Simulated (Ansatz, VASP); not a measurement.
# Two plane-wave programs on Bi

```
CELL_PARAMETERS angstrom
3.51131 0.00000 0.00000
-1.75565 3.04088 0.00000
0.00000 0.00000 5.83983
ATOMIC_POSITIONS crystal
Bi 0.33333 0.66667 0.25000
Bi 0.66667 0.33333 0.75000
```

Alike in both runs: functional r2SCAN; k mesh 18 × 18 × 10; occupations gaussian, width 0.1 eV; no spin polarisation.

Ansatz relaxed the structure, and its values are those at the end. VASP's run is a single point on that final structure, the one shown.

|  | VASP | Ansatz |
| --- | --- | --- |
| version | VASP 6.6.1 | Ansatz 0.2.0 |
| potentials or method | VASP PAW PBE potentials, release 64 (Bi_d), cutoff 520 eV | scalar-relativistic, plane waves, PAW |
| valence electrons in the cell | 30 | 30 |

```csv
,VASP,Ansatz,Ansatz less VASP
gap on the k mesh at the Fermi level (eV),none,none,-
pressure (GPa),0.0,0.0,+0.03
```

VASP's potentials were made for PBE, not for r2SCAN. A gap of «none» marks a metal or a gap that the smearing closes. With one functional, cell and mesh, what is left measures potentials, basis and numerics.

Spin-orbit coupling is off throughout.
